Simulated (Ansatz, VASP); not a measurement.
# One calculation of LiCl, two programs

```xyz
2
Lattice="0.0000 2.5746 2.5746 2.5746 0.0000 2.5746 2.5746 2.5746 0.0000" Properties=species:S:1:pos:R:3 pbc="T T T"
Li    0.0000    0.0000    0.0000
Cl    2.5746    2.5746    2.5746
```

Alike in both runs: task single point; functional PBE; k mesh 8 × 8 × 8; no spin polarisation.

|  | VASP | Ansatz |
| --- | --- | --- |
| version | VASP 6.6.1 | Ansatz 0.2.0 |
| potentials or method | VASP PAW PBE potentials, release 64 (Li_sv, Cl) | plane waves, PAW |
| plane-wave cutoff (eV) | 520 | 420 |
| occupations | gaussian, width 0.01 eV | fixed |
| valence electrons in the cell | 10 | 10 |

Ansatz gave:

```
gap on the k mesh at the Fermi level (eV) : 6.26
```

Q: What did VASP give for the same quantities?

A: gap on the k mesh at the Fermi level (eV): 6.27.

Noted on VASP's run: the cutoff is short for stress, so the pressure is rough.
